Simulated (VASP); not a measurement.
Here is a VASP 6.6.1 calculation.

File POSCAR:

```
Se
1.0
    0.0000000000      2.3671030000      2.3671030000
    2.3671030000      0.0000000000      2.3671030000
    2.3671030000      2.3671030000      0.0000000000
Se
1
Direct
    0.0000000000      0.0000000000      0.0000000000
```

Contents of INCAR.step1:

```
  PREC = Accurate
  ENCUT = 550
  ISMEAR = -1
  SIGMA = 0.0538
  LREAL = False
  LASPH = True
  NELM = 120
  NBANDS = 9
  GGA = PE
  ALGO = Normal
  EDIFF = 1E-5
  LWAVE = True
  LCHARG = False
  GGA_COMPAT = False
```

File INCAR.step2:

```
  PREC = Accurate
  ENCUT = 550
  EDIFF = 1E-6
  ISMEAR = -1
  SIGMA = 0.0538
  LREAL = False
  LASPH = True
  NELM = 120
  ALGO = Normal
  ISIF = 2
  LWAVE = False
  LCHARG = False
  METAGGA = R2SCAN
  LMIXTAU = True
  NBANDS = 9
  ISTART = 1
  GGA_COMPAT = False
```

File KPOINTS:

```
Automatic mesh
0
Gamma
  12 12 12
```

Potentials or basis: VASP PAW PBE potentials, release 64 (Se).

The run is started by

```bash
$ cat potpaw_PBE.64/Se/POTCAR > POTCAR
$ cp INCAR.step1 INCAR
$ mpirun -np 1 vasp_std > vasp.out
$ cp INCAR.step2 INCAR
$ mpirun -np 1 vasp_std > vasp.out
```

Problem. Estimate the band gap on the k mesh.

Solution. Zero (band 3 reaches 4.23 eV, above the bottom of band 4 at 0.88 eV).

Problem. Predict the pressure.

Solution. -10.2 GPa.

Caveat: the PAW data sets were made with another functional, which shifts forces and pressure a little.
